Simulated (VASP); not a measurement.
KCl: single point with PBE

Crystal: KCl.

```
K Cl
1.0
     0.00000    3.15610    3.15610
     3.15610    0.00000    3.15610
     3.15610    3.15610    0.00000
K Cl
1 1
Direct
  0.06931 0.06931 0.93069
  0.50000 0.50000 0.50000
```

This cell differs from its parent crystal: all K atoms moved +0.438 Å, as atom 1 along Cartesian [0 0 1].

```json
{
  "Program": "VASP 6.6.1",
  "Task": "single point",
  "Functional": "PBE",
  "Potentials or basis": "VASP PAW PBE potentials, release 64 (K_sv, Cl)",
  "Cutoff": "520 eV",
  "k mesh": "6 × 6 × 6",
  "Occupations": "gaussian, width 0.05 eV",
  "Spin": "no spin polarisation"
}
```

| Property | Result |
| --- | --- |
| Pressure | 2.1 GPa |
| Largest force | 0.966 eV/Å |
| Band gap on the k mesh | 5.18 eV, direct |

Forces in eV/Å, atoms in the order of the input:
```
K    0.000  0.000 -0.966
Cl   0.000  0.000  0.966
```

Stress tensor (GPa, compression positive):
```
0.31 0.00 0.00
0.00 0.31 0.00
0.00 0.00 5.78
```

Levels at points of the mesh, in eV from the valence-band top:
```
           k point  band 6  band 7  band 8  band 9  band 10  band 11
(0.00, 0.00, 0.00)   -0.03   -0.03    0.00    5.18     8.55     8.62
(0.50, 0.00, 0.00)   -0.98   -0.28   -0.24    7.50     8.55    10.20
(0.50, 0.50, 0.00)   -0.53   -0.19   -0.19    6.61     8.34     8.84
(0.00, 0.50, 0.50)   -0.62   -0.29   -0.16    6.86     8.17    10.09
```

Run time: 24 s on 1 thread of Intel(R) Xeon(R) Platinum 8488C (Sapphire Rapids) (shared host), peak memory 0.2 GiB.

Caveat: the cell differs from its parent crystal (all K atoms moved +0.438 Å, as atom 1 along Cartesian [0 0 1]).
